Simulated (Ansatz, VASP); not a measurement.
**MoS in VASP and in Ansatz**

```
CELL_PARAMETERS angstrom
3.81187 0.00000 0.00000
-1.90593 3.30118 0.00000
0.00000 0.00000 6.64291
ATOMIC_POSITIONS crystal
Mo 0.00000 0.00000 0.00000
Mo 0.00000 0.00000 0.50000
S 0.33333 0.66667 0.25000
S 0.66667 0.33333 0.75000
```

Alike in both runs: task single point; functional r2SCAN; k mesh 12 × 12 × 6; occupations gaussian, width 0.1 eV; no spin polarisation; Hubbard terms Mo d U = 4.38 eV.

|  | VASP | Ansatz |
| --- | --- | --- |
| version | VASP 6.6.1 | Ansatz 0.2.0 |
| potentials or method | VASP PAW PBE potentials, release 64 (Mo_sv, S), cutoff 520 eV | scalar-relativistic, plane waves, PAW |
| valence electrons in the cell | 40 | 40 |

|  | VASP | Ansatz | Ansatz less VASP |
| --- | --- | --- | --- |
| gap on the k mesh at the Fermi level (eV) | none | none | - |
| pressure (GPa) | -15.8 | -13.1 | +2.66 |
| traceless stress, the component that is largest in VASP (GPa) | 0.77 | 0.45 | -0.316 |

VASP's potentials were made for PBE, not for r2SCAN. The programs project onto different local orbitals, so the same U acts differently, and such runs can settle in different states. A gap of «none» marks a metal or a gap that the smearing closes. Ansatz's warnings: filled band counts differ across k points.
